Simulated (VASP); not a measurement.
Wanted: the native input for a VASP 6.6.1 run.

| Property | Result |
| --- | --- |
| Task | single point |
| Functional | LDA |
| Potentials or basis | VASP PAW LDA potentials, release 64 (Os) |
| Cutoff | 520 eV |
| k mesh | 11 × 11 × 6 |
| Occupations | fermi-dirac, width 0.05 eV |
| Spin | no spin polarisation |
| Dipole correction | no |
| Further INCAR settings | ALGO = Fast; EDIFF = 1e-06; NBANDS = 15 |

The structure of Os lies in POSCAR:

```
Os
1.0
    2.6971481730      0.0000000000      0.0000000000
   -1.3485740865      2.3357988356      0.0000000000
    0.0000000000      0.0000000000      4.2613185190
Os
2
Direct
    0.6666666667      0.3333333333      0.7500000000
    0.3333333333      0.6666666667      0.2500000000
```

The input as run:

INCAR

```
SYSTEM = Os
PREC     = Accurate       ! precision mode
ENCUT    = 520            ! plane-wave cutoff, eV
EDIFF    = 1E-6           ! SCF threshold, eV
ISMEAR   = -1             ! smearing method
SIGMA    = 0.05           ! smearing width, eV
LREAL    = .FALSE.        ! projectors in reciprocal space
LASPH    = .TRUE.         ! aspherical terms in the spheres
NELM     = 80             ! most SCF steps
ALGO     = Fast           ! electronic algorithm
ISIF     = 2              ! what is computed and relaxed
LWAVE    = .FALSE.        ! write WAVECAR
LCHARG   = .TRUE.         ! write CHGCAR
LELF     = .TRUE.         ! ELF
LVHAR    = .TRUE.       
NBANDS   = 15             ! bands
```

KPOINTS

```
Automatic mesh
0
G
  11 11 6
  0 0 0
```

Potentials or basis: VASP PAW LDA potentials, release 64 (Os).

The run is started by

```sh
$ cat potpaw_LDA.64/Os/POTCAR > POTCAR
$ mpirun -np 1 vasp_std > vasp.out
```

It gave:

| Quantity | Value |
| --- | --- |
| Pressure | 10.9 GPa |
| Band gap on the k mesh | zero (bands 8 and 9 overlap by 4.15 eV) |

Caveat: the cell stands under pressure; spin-orbit coupling is left out, which moves the levels of the heavy elements.

It took 26 s on 1 thread of AMD EPYC 7R43 64-Core Processor (Zen 3), with other jobs on the host, peak memory 0.11 GiB.
